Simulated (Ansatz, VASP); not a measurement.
# SrO in VASP and in Ansatz

```xyz
4
Lattice="3.5533 0.0000 0.0000 -1.7766 3.0772 0.0000 0.0000 0.0000 6.2173" Properties=species:S:1:pos:R:3 pbc="T T T"
Sr    1.7744    1.0432    4.6217
Sr    0.0111    2.0340    1.6040
O    -0.0102    0.0474    3.1389
O     0.0352    0.0027   -0.0246
```

Change from the starting cell: atoms moved at random, drawn with an rms of 0.05 Å.

Alike in both runs: task single point; functional PBE; k mesh 9 × 9 × 5; occupations fermi-dirac, width 0.05 eV; no spin polarisation.

|  | VASP | Ansatz |
| --- | --- | --- |
| version | VASP 6.6.1 | Ansatz 0.2.0 |
| potentials or method | VASP PAW PBE potentials, release 64 (Sr_sv, O), cutoff 520 eV | all-electron LAPW, scalar-relativistic |

Ansatz gave:

```
gap on the k mesh at the Fermi level (eV)                     : 3.06
least direct gap on the mesh (eV)                             : 3.06
pressure (GPa)                                                : 1.7
traceless stress, the component that is largest in VASP (GPa) : -0.28
rms of the force components (eV/Å)                            : 0.364
```

Question: Estimate VASP's values.

Answer: gap on the k mesh at the Fermi level (eV): 3.03; least direct gap on the mesh (eV): 3.06; pressure (GPa): 2.2; traceless stress, the component that is largest in VASP (GPa): -0.28; rms of the force components (eV/Å): 0.369.

Atom by atom the forces differ by 0.006 eV/Å (rms over components). Ansatz ran all-electron here, and VASP with PAW potentials.
